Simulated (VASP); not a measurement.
Wanted: the native input for a VASP 6.6.1 run.

| Property | Result |
| --- | --- |
| Task | single point |
| Functional | PBEsol |
| Potentials or basis | VASP PAW PBE potentials, release 64 (H, C, I) |
| Cutoff | 600 eV |
| k mesh | 6 × 6 × 6 |
| Occupations | gaussian, width 0.02 eV |
| Spin | no spin polarisation |
| Dipole correction | no |
| Further INCAR settings | ALGO = Normal; EDIFF = 1e-06; NBANDS = 18 |

The structure of H2CI2 lies in POSCAR:

```
H2CI2
1.0
    0.0000000000      6.3133336175      2.3473768326
    3.6314874790      0.0000000000      2.3473768326
    3.6314874790      6.3133336175      0.0000000000
H C I
2 1 2
Direct
    0.7378962453      0.9888601918      0.2621037547
    0.9888601918      0.7378962453      0.0111398082
    0.9937376573      0.9937376573      0.0062623427
    0.3885096750      0.1070162306      0.8929837694
    0.1070162306      0.3885096750      0.6114903250
```

One way to write it, as run:

INCAR

```
PREC     = Accurate       # precision mode
ENCUT    = 600            # plane-wave cutoff, eV
EDIFF    = 1E-6           # SCF threshold, eV
ISMEAR   = 0              # smearing method
SIGMA    = 0.02           # smearing width, eV
LREAL    = False          # projectors in reciprocal space
LASPH    = True           # aspherical terms in the spheres
NELM     = 120            # most SCF steps
ALGO     = Normal         # electronic algorithm
ISIF     = 2              # what is computed and relaxed
LWAVE    = False          # write WAVECAR
LCHARG   = False          # write CHGCAR
GGA      = PS             # functional
NBANDS   = 18             # bands
GGA_COMPAT= False
```

KPOINTS

```
regular mesh
0
Gamma
  6 6 6
```

Potentials or basis: VASP PAW PBE potentials, release 64 (H, C, I).

Command:

```sh
$ cat potpaw_PBE.64/H/POTCAR potpaw_PBE.64/C/POTCAR potpaw_PBE.64/I/POTCAR > POTCAR
$ mpirun -np 1 vasp_std > vasp.out
```

Results of the run:

```json
{"Pressure": "0.0 GPa", "Largest force": "0.029 eV/Å", "Band gap on the k mesh": "2.66 eV (least direct gap 2.78 eV)"}
```

Caveat: this functional lacks dispersion, which holds the molecules together, so the pressure and a relaxed volume are unreliable; the PAW data sets were made with another functional, which shifts forces and pressure a little; spin-orbit coupling is left out, which moves the levels of the heavy elements.

It took 5.3 min on 1 thread of Intel Xeon 8259CL, on a shared host, peak memory 0.39 GiB.
